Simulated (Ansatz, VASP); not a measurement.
# Two plane-wave programs on As

```xyz
2
Lattice="0.0000 2.8602 4.5021 1.6513 0.0000 4.5021 1.6513 2.8602 0.0000" Properties=species:S:1:pos:R:3 pbc="T T T"
As    1.6513    0.9534    4.5021
As    1.6513    4.7670    4.5021
```

Alike in both runs: task single point; functional PBE; k mesh 6 × 6 × 6; occupations gaussian, width 0.1 eV; no spin polarisation.

|  | VASP | Ansatz |
| --- | --- | --- |
| version | VASP 6.6.1 | Ansatz 0.2.0 |
| potentials or method | VASP PAW PBE potentials, release 64 (As), cutoff 500 eV | scalar-relativistic, plane waves, PAW |
| valence electrons in the cell | 10 | 30 |

```csv
,VASP,Ansatz,Ansatz less VASP
gap on the k mesh at the Fermi level (eV),none,none,-
rms of the force components (eV/Å),0.013,0.012,-0.0010
```

Atom by atom the forces differ by 0.001 eV/Å (rms over components). A gap of «none» marks a metal or a gap that the smearing closes. The functional is the same, so the differences come from potentials, cutoffs and numerics. VASP's potentials hold 10 valence electrons a cell and Ansatz's 30, so a difference there can come from the potentials and not from the codes.

The k mesh is coarse, so the values compare programs but aren't converged.
